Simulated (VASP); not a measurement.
BN: single point with PBEsol

The system is BN.

```xyz
2
Lattice="0.0000 3.4481 2.1368 1.2347 0.0000 2.1368 1.2347 3.4481 0.0000" Properties=species:S:1:pos:R:3 pbc="T T T"
B     1.2347    3.4481    0.0002
N     1.2347    3.4481    2.8491
```

* Program: VASP 6.6.1
* Task: single point
* Functional: PBEsol
* Potentials or basis: VASP PAW PBE potentials, release 64 (B, N)
* Cutoff: 520 eV
* k mesh: 10 × 10 × 10
* Occupations: gaussian, width 0.01 eV
* Spin: no spin polarisation

- Pressure: 11.1 GPa
- Largest force: 0.015 eV/Å
- Band gap on the k mesh: 3.81 eV, indirect (least direct gap 4.79 eV)

Forces on the atoms (eV/Å):
```
B    0.000  0.000  0.015
N    0.000  0.000 -0.015
```

Stress tensor (GPa, compression positive):
```
16.44  0.00  0.00
 0.00  0.26  0.00
 0.00  0.00 16.49
```

Levels at points of the mesh, in eV from the valence-band top:
```tsv
k point	band 1	band 2	band 3	band 4	band 5	band 6	band 7	band 8
(0.00, 0.00, 0.00)	-18.04	-4.63	-1.30	-1.29	4.76	11.86	11.92	13.49
(0.50, 0.00, 0.00)	-14.68	-9.12	-4.22	-1.02	4.66	10.23	13.45	15.80
(0.50, 0.50, 0.00)	-14.73	-9.22	-4.22	-0.48	5.91	9.74	12.27	13.87
(0.50, 0.00, 0.50)	-17.82	-6.40	-1.32	-1.29	9.73	11.81	11.89	12.64
(0.00, 0.50, 0.50)	-14.62	-9.01	-4.26	-1.50	3.81	10.32	14.67	19.05
```

It took 15 s on 1 thread of Intel(R) Xeon(R) 6975P-C (Granite Rapids) (shared host), peak memory 0.15 GiB.

Caveat: the PAW data sets were made with another functional, which shifts forces and pressure a little. A k mesh can miss the band edges.
